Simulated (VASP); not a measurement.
# Pt (Fm-3m) in VASP: further runs

The runs below take Pt through single point, with LDA.

All numbers are computed with VASP 6.6.1; they aren't measurements. Logs are shortened: lines on timing, memory, paths and dates and some standing lists are left out, and cuts for length are marked.

## 1. The cell of the first run

The structure is cubic, space group Fm-3m (No. 225). The conventional cell has a = 3.895 Å, b = 3.895 Å, c = 3.895 Å, α = 90.00°, β = 90.00°, γ = 90.00°. Within 3.6 Å of Pt (site symmetry m-3m) lie 12 Pt at 2.75 Å.

## 2. Single point, LDA

The input, INCAR:

```
  PREC = Accurate
  ENCUT = 520
  EDIFF = 1E-7
  ISMEAR = 1
  SIGMA = 0.1
  LREAL = False
  LASPH = True
  NELM = 60
  ALGO = Normal
  ISIF = 2
  LWAVE = False
  LCHARG = True
  LELF = True
  LVHAR = True
  NBANDS = 11
```

The input, KPOINTS:

```
Automatic mesh
0
Gamma
  14 14 14
```

The input, POSCAR:

```
Pt
1.0
    0.0000000000      1.9474302061      1.9474302061
    1.9474302061      0.0000000000      1.9474302061
    1.9474302061      1.9474302061      0.0000000000
Pt
1
Direct
    0.0000000000      0.0000000000      0.0000000000
```

Potentials or basis: VASP PAW LDA potentials, release 64 (Pt).

The run is started by

```console
$ cat potpaw_LDA.64/Pt/POTCAR > POTCAR
$ mpirun -np 1 vasp_std > vasp.out
```

OUTCAR:

```text
PREC = Accurate
   ENCUT = 520
   EDIFF = 1E-7
   ISMEAR = 1
   LREAL = False
   LASPH = True
   NELM = 60
   ISIF = 2

 ion  position               nearest neighbor table
   1  0.000  0.000  0.000-

  LATTYP: Found a face centered cubic cell.
 ALAT       =     3.8948604122

  Lattice vectors:

 A1 = (   0.0000000000,   1.9474302061,   1.9474302061)
 A2 = (   1.9474302061,   0.0000000000,   1.9474302061)
 A3 = (   1.9474302061,   1.9474302061,   0.0000000000)

Analysis of symmetry for initial positions (statically):
=====================================================================
 Subroutine PRICEL returns:
 Original cell was already a primitive cell.

 Routine SETGRP: Setting up the symmetry group for a
 face centered cubic supercell.

 Subroutine GETGRP returns: Found 48 space group operations
 (whereof 48 operations were pure point group operations)
 out of a pool of 48 trial point group operations.

The static configuration has the point symmetry O_h .

Analysis of symmetry for dynamics (positions and initial velocities):
=====================================================================
 Subroutine PRICEL returns:
 Original cell was already a primitive cell.

 Routine SETGRP: Setting up the symmetry group for a
 face centered cubic supercell.

 Subroutine GETGRP returns: Found 48 space group operations
 (whereof 48 operations were pure point group operations)
 out of a pool of 48 trial point group operations.

The dynamic configuration has the point symmetry O_h .

 Subroutine INISYM returns: Found 48 space group operations
 (whereof 48 operations are pure point group operations),
 and found     1 'primitive' translations

----------------------------------------------------------------------------------------

                                     Primitive cell

  volume of cell :      14.7712

  direct lattice vectors                    reciprocal lattice vectors
     0.000000000  1.947430206  1.947430206    -0.256748611  0.256748611  0.256748611
     1.947430206  0.000000000  1.947430206     0.256748611 -0.256748611  0.256748611
     1.947430206  1.947430206  0.000000000     0.256748611  0.256748611 -0.256748611

  length of vectors
     2.754082209  2.754082209  2.754082209     0.444701639  0.444701639  0.444701639

  position of ions in fractional coordinates (direct lattice)
     0.000000000  0.000000000  0.000000000

  ion indices of the primitive-cell ions
   primitive index   ion index
                 1           1

----------------------------------------------------------------------------------------

 KPOINTS: Automatic mesh

Automatic generation of k-mesh.
 Grid dimensions read from file:
 generate k-points for:   14   14   14

 Generating k-lattice:

  Cartesian coordinates                     Fractional coordinates (reciprocal lattice)
    -0.018339186  0.018339186  0.018339186     0.071428571  0.000000000  0.000000000
     0.018339186 -0.018339186  0.018339186     0.000000000  0.071428571  0.000000000
     0.018339186  0.018339186 -0.018339186     0.000000000  0.000000000  0.071428571

  Length of vectors
     0.031764403  0.031764403  0.031764403

  Shift w.r.t. Gamma in fractional coordinates (k-lattice)
     0.000000000  0.000000000  0.000000000

 Subroutine IBZKPT returns following result:
 ===========================================

 Found    104 irreducible k-points:

 Following reciprocal coordinates:
            Coordinates               Weight
  0.000000  0.000000  0.000000      1.000000
  0.071429  0.000000  0.000000      8.000000
  0.142857  0.000000  0.000000      8.000000
  0.214286  0.000000  0.000000      8.000000
  0.285714  0.000000  0.000000      8.000000
  0.357143  0.000000  0.000000      8.000000
[... 16 lines left out ...]
  0.214286  0.142857  0.000000     24.000000
  0.285714  0.142857  0.000000     24.000000
 [... further k-points ...]
   k-points           NKPTS =    104   k-points in BZ     NKDIM =    104   number of bands    NBANDS=     11
   number of dos      NEDOS =    301   number of ions     NIONS =      1
   total plane-waves  NPLWV =   8000
   dimension x,y,z NGX =    20 NGY =   20 NGZ =   20
   dimension x,y,z NGXF=    40 NGYF=   40 NGZF=   40
   ions per type =               1
   NGX,Y,Z   is equivalent  to a cutoff of  12.07, 12.07, 12.07 a.u.
   NGXF,Y,Z  is equivalent  to a cutoff of  24.15, 24.15, 24.15 a.u.
 SYSTEM =  unknown system
   PREC   = accura    normal or accurate (medium, high low for compatibility)
   ISTART =      0    job   : 0-new  1-cont  2-samecut
   ICHARG =      2    charge: 1-file 2-atom 10-const
   ISPIN  =      1    spin polarized calculation?
   LNONCOLLINEAR =      F non collinear calculations
   LSORBIT =      F    spin-orbit coupling
   LASPH  =      T    aspherical Exc in radial PAW
   ENCUT  =  520.0 eV  38.22 Ry    6.18 a.u.   5.12  5.12  5.12*2*pi/ulx,y,z
   NELM   =     60;   NELMIN=  2; NELMDL= -5     # of ELM steps
   EDIFF  = 0.1E-06   stopping-criterion for ELM
   LREAL  =      F    real-space projection
   EDIFFG = 0.1E-05   stopping-criterion for IOM
   NSW    =      0    number of steps for IOM
   IBRION =     -1    ionic relax: 0-MD 1-quasi-New 2-CG
   NFREE  =      0    steps in history (QN), initial steepest desc. (CG)
   ISIF   =      2    stress and relaxation
   ISYM   =      2    0-nonsym 1-usesym 2-fastsym
   POTIM  = 0.5000    time-step for ionic-motion
   TEBEG  =    0.0;   TEEND  =   0.0 temperature during run
   PSTRESS=    0.0 pullay stress
   NELECT =      10.0000    total number of electrons
   NUPDOWN=      -1.0000    fix difference up-down
   EMIN   =  10.00;   EMAX   =-10.00  energy-range for DOS
   EFERMI =   0.00;   METHOD = LEGACY
   ISMEAR =     1;   SIGMA  =   0.10  broadening in eV -4-tet -1-fermi 0-gaus
   EFERMI_NEDOS =   21; number of points for ismear=-14 and -15
   IALGO  =     38    algorithm
   IMIX   =      4    mixing-type and parameters
     AMIX     =   0.40;   BMIX     =  1.00
     AMIX_MAG =   1.60;   BMIX_MAG =  1.00
  volume/ion in A,a.u.               =      14.77        99.68
  Fermi-wavevector in a.u.,A,eV,Ry     =   1.437484  2.716450 28.114526  2.066359
  Thomas-Fermi vector in A             =   2.556556
   LORBIT       =      0    0 simple, 1 ext, 2 COOP (PROOUT), +10 PAW based schemes
   GGA     = CA    functional components
   LHFCALC =     F    Hartree Fock is set to
   AEXX    =    0.0000 exact exchange contribution
   IVDW    =     0    specifies the selected vdW correction
   LEPSILON=     F    determine dielectric tensor
   LRPA    =     F    only Hartree local field effects (RPA)
 non-spin polarized calculation
 Methfessel and Paxton  Order N= 1 SIGMA  =   0.10
  energy-cutoff  :      520.00
  volume of cell :       14.77
 maximum number of plane-waves:       411
   NGX = 11   NGY = 11   NGZ = 11

 number of electron      10.0000000 magnetization

 Free energy of the ion-electron system (eV)
  ---------------------------------------------------
  ext. energy  EPLUGINS =         0.00000000
  ---------------------------------------------------
  free energy    TOTEN  =        -7.51320348 eV

  energy without entropy =       -7.51360886  energy(sigma->0) =       -7.51333860

 E-fermi :  11.5326     XC(G=0): -13.8080

 val. band max:       11.5215658455   @ k =   0.5000   0.3571   0.0714
 cond. band min:      11.5566455244   @ k =   0.4286   0.1429   0.0000
 fundamental gap:      0.0350796789
 Fermi energy:        11.5326398996

 k-point     1 :       0.0000    0.0000    0.0000
  band No.  band energies     occupation
      1       1.0674      2.00000
      2       7.5974      2.00000
      3       7.5974      2.00000
      4       7.5974      2.00000
      5       9.8691      2.00000
      6       9.8691      2.00000
      7      26.1062      0.00000
      8      31.1493      0.00000
      9      31.1493      0.00000
     10      31.1493      0.00000
     11      36.6790      0.00000

 k-point     2 :       0.0714    0.0000    0.0000
  band No.  band energies     occupation
      1       1.2768      2.00000
      2       7.5032      2.00000
      3       7.6811      2.00000
      4       7.6811      2.00000
      5       9.8219      2.00000
      6       9.8219      2.00000
      7      26.4376      0.00000
      8      30.1341      0.00000
      9      31.4778      0.00000
     10      31.4778      0.00000
     11      37.8001      0.00000

 k-point     3 :       0.1429    0.0000    0.0000
  band No.  band energies     occupation
      1       1.8708      2.00000
      2       7.2896      2.00000
      3       7.8764      2.00000
      4       7.8764      2.00000
      5       9.7507      2.00000
      6       9.7507      2.00000
      7      27.2755      0.00000
      8      28.2112      0.00000
      9      32.4147      0.00000
     10      32.4147      0.00000
     11      37.5505      0.00000

 k-point     4 :       0.2143    0.0000    0.0000
  band No.  band energies     occupation
      1       2.7174      2.00000
      2       7.1625      2.00000
      3       8.0056      2.00000
      4       8.0056      2.00000
      5       9.8606      2.00000
      6       9.8606      2.00000
      7      26.0913      0.00000
      8      27.9969      0.00000
      9      33.7782      0.00000
     10      33.7782      0.00000
     11      35.4841      0.00000
[... 239 lines left out ...]
 k-point    22 :       0.1429    0.1429    0.0000
  band No.  band energies     occupation
      1       2.1469      2.00000
      2       6.9185      2.00000
      3       8.1785      2.00000
      4       8.1785      2.00000
      5       9.1187      2.00000
      6      10.1597      2.00000
      7      27.8051      0.00000
      8      29.5630      0.00000
      9      31.0965      0.00000
     10      31.0965      0.00000
     11      39.0792      0.00000

 k-point    23 :       0.2143    0.1429    0.0000
  band No.  band energies     occupation
      1       2.8083      2.00000
      2       6.6349      2.00000
      3       8.3067      2.00000
      4       8.4509      2.00000
      5       9.0576      2.00000
      6      10.3275      2.00000
      7      28.1612      0.00000
      8      28.7005      0.00000
      9      30.9203      0.00000
     10      31.6051      0.00000
     11      36.5800      0.00000

 k-point    24 :       0.2857    0.1429    0.0000
  band No.  band energies     occupation
      1       3.6460      2.00000
      2       6.4938      2.00000
      3       7.9654      2.00000
      4       8.5625      2.00000
      5       9.7349      2.00000
      6      10.6638      2.00000
      7      25.9133      0.00000
      8      28.9576      0.00000
      9      30.6302      0.00000
     10      31.9391      0.00000
     11      36.0753      0.00000

 [... further k-points ...]
[... 5 lines left out ...]
  --------------------------------------------------------------------------------------
  -------------------------------------------------------------------------------------
  Total        0.0251205      0.0251205      0.0251205      0.0000000      0.0000000      0.0000000
  in kB        2.7247307      2.7247307      2.7247307      0.0000000      0.0000000      0.0000000
  external PRESSURE =       2.7247307 kB  Pullay stress =       0.0000000 kB

 VOLUME and BASIS-vectors are now :
 -----------------------------------------------------------------------------
  energy-cutoff  :      520.00
  volume of cell :       14.77
      direct lattice vectors                 reciprocal lattice vectors
     0.000000000  1.947430206  1.947430206    -0.256748611  0.256748611  0.256748611
     1.947430206  0.000000000  1.947430206     0.256748611 -0.256748611  0.256748611
     1.947430206  1.947430206  0.000000000     0.256748611  0.256748611 -0.256748611

 POSITION                                       TOTAL-FORCE (eV/Angst)
 -----------------------------------------------------------------------------------
      0.00000      0.00000      0.00000        -0.000000      0.000000     -0.000000
 -----------------------------------------------------------------------------------
    total drift:                                0.000000      0.000000      0.000000

  FREE ENERGIE OF THE ION-ELECTRON SYSTEM (eV)
  ---------------------------------------------------
  free  energy   TOTEN  =        -7.5132034766 eV

  energy  without entropy=       -7.5136088617  energy(sigma->0) =       -7.51333860
```

It took 5.3 s on 1 thread of Intel Xeon 6975P-C (Granite Rapids), shared host; peak memory 0.13 GiB.

Results:

```
Free energy            : -7.5132 eV
Pressure               : 0.3 GPa
Band gap on the k mesh : zero (band 5 reaches 12.06 eV, above the bottom of band 6 at 9.75 eV)
```

Caveat: spin-orbit coupling is left out, which moves the levels of the heavy elements.

## 3. Single point, LDA

The input, INCAR:

```
ALGO     = Normal         # electronic algorithm
EDIFF    = 1E-6           # SCF threshold, eV
ENCUT    = 520            # plane-wave cutoff, eV
GGA      = CA             # functional
ISIF     = 2              # what is computed and relaxed
ISMEAR   = 1              # smearing method
LASPH    = True           # aspherical terms in the spheres
LCHARG   = False          # write CHGCAR
LREAL    = False          # projectors in reciprocal space
LWAVE    = False          # write WAVECAR
NBANDS   = 11             # bands
NELM     = 80             # most SCF steps
PREC     = Accurate       # precision mode
SIGMA    = 0.2            # smearing width, eV
```

The input, KPOINTS:

```
k-points
0
Gamma
  14 14 14
```

POSCAR is that of step 2.

Potentials or basis: VASP PAW LDA potentials, release 64 (Pt).

The run is started by

```console
$ cat potpaw_LDA.64/Pt/POTCAR > POTCAR
$ mpirun -np 1 vasp_std > vasp.out
```

Wall time 5.6 s (1 thread of Intel Xeon 6975P-C (Granite Rapids), shared host); peak memory 0.13 GiB.

The run converged. Its results:

| Property | Result |
| --- | --- |
| Free energy | -7.5129 eV |
| Pressure | 0.3 GPa |
| Band gap on the k mesh | zero (band 5 reaches 12.06 eV, above the bottom of band 6 at 9.75 eV) |

Levels at points of the mesh, in eV from the Fermi level:
```
           k point  band 1  band 2  band 3  band 4  band 5  band 6  band 7  band 8  band 9  band 10
(0.00, 0.00, 0.00)  -10.47   -3.94   -3.94   -3.94   -1.66   -1.66   14.57   19.62   19.62    19.62
(0.50, 0.00, 0.00)   -7.57   -3.99   -3.99   -0.55    0.07    0.07    6.01   14.15   19.05    19.05
(0.50, 0.50, 0.00)   -7.31   -6.86    0.05    0.53    0.53    1.74    9.11   11.42   11.42    20.48
```

Caveat: spin-orbit coupling is left out, which moves the levels of the heavy elements.
